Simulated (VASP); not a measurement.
Cd2S:

```xyz
3
Lattice="4.0148 0.0000 0.0000 -2.0074 3.4769 0.0000 0.0000 0.0000 5.8856" Properties=species:S:1:pos:R:3 pbc="T T T"
Cd    0.0000    2.3180    5.4896
Cd    2.0074    1.1590    3.4062
S     0.0000    2.3180    2.1524
```

Program: VASP 6.6.1. Alike in all runs: task single point; no spin polarisation; cell as given; k mesh 8 × 8 × 5; cutoff (eV) 520; smearing fermi-dirac 0.05 eV.

**Question.** Order these runs on this cell by their pressure, lowest first.
A. level PBE; potentials or basis VASP PAW PBE potentials, release 64 (Cd, S)
B. level r2SCAN; potentials or basis VASP PAW PBE potentials, release 64 (Cd, S)
C. level LDA; potentials or basis VASP PAW LDA potentials, release 64 (Cd, S)

**Answer.** C (-5.8 GPa), B (-3.0 GPa), A (-1.4 GPa).

Caveats: the PAW data sets were made with another functional, which shifts forces and pressure a little (some runs).
